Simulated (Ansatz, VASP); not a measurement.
**Two plane-wave programs on GaIr4**

The input INCAR:

```
ALGO = Normal ; EDIFF = 1E-6
ENCUT = 500 ; GGA = PE
GGA_COMPAT = False ; ISIF = 2
ISMEAR = 0 ; LASPH = True
LCHARG = True ; LELF = True
LREAL = False ; LVHAR = True
LWAVE = False ; NBANDS = 48
NELM = 120 ; PREC = Accurate
SIGMA = 0.1
```

The input KPOINTS:

```
k-points
0
Gamma
  4 4 4
```

POSCAR

```
GaIr4
1.0
   -2.7821247800      2.7821247800      2.7821247800
    2.7821247800     -2.7821247800      2.7821247800
    2.7821247800      2.7821247800     -2.7821247800
Ga Ir
1 4
Direct
    0.0000000000      0.0000000000      0.0000000000
    0.0000000000      0.6305807800      0.0000000000
    0.3694192200      0.3694192200      0.3694192200
    0.0000000000      0.0000000000      0.6305807800
    0.6305807800      0.0000000000      0.0000000000
```

Input for Ansatz:

```yaml
crystal:
  lattice:
    - [-2.78212478, 2.78212478, 2.78212478]
    - [2.78212478, -2.78212478, 2.78212478]
    - [2.78212478, 2.78212478, -2.78212478]
  atoms:
    - { symbol: Ga, position: [0.0, 0.0, 0.0] }
    - { symbol: Ir, position: [0.0, 0.63058078, 0.0] }
    - { symbol: Ir, position: [0.36941922, 0.36941922, 0.36941922] }
    - { symbol: Ir, position: [0.0, 0.0, 0.63058078] }
    - { symbol: Ir, position: [0.63058078, 0.0, 0.0] }
basis:
  ecutwfc: 420
kpoints:
  mp_grid: { grid: [4, 4, 4] }
hamiltonian:
  xc: pbe
scf:
  occupations: { method: gaussian, width: 0.1 }
  lower_state_search: "off"
output:
  forces: true
  stress: true
  eigenvalues: true
```

Change from the starting cell: species swapped into the GeF4 type (I-43m, No. 217).

Alike in both runs: task single point; functional PBE; k mesh 4 × 4 × 4; occupations gaussian, width 0.1 eV; no spin polarisation.

|  | VASP | Ansatz |
| --- | --- | --- |
| version | VASP 6.6.1 | Ansatz 0.2.0 |
| potentials or method | VASP PAW PBE potentials, release 64 (Ga_d, Ir_sv_GW), cutoff 500 eV | scalar-relativistic, plane waves, PAW |
| valence electrons in the cell | 81 | 81 |

VASP gave:

| Property | Result |
| --- | --- |
| gap on the k mesh at the Fermi level (eV) | none |
| rms of the force components (eV/Å) | 16.152 |

Problem. What did Ansatz give for the same quantities?

Solution. gap on the k mesh at the Fermi level (eV): none; rms of the force components (eV/Å): 15.919.

Atom by atom the forces differ by 0.233 eV/Å (rms over components). A gap of «none» marks a metal or a gap that the smearing closes.

The k mesh is coarse, so the values compare programs but aren't converged. Neither program's run includes spin-orbit coupling.
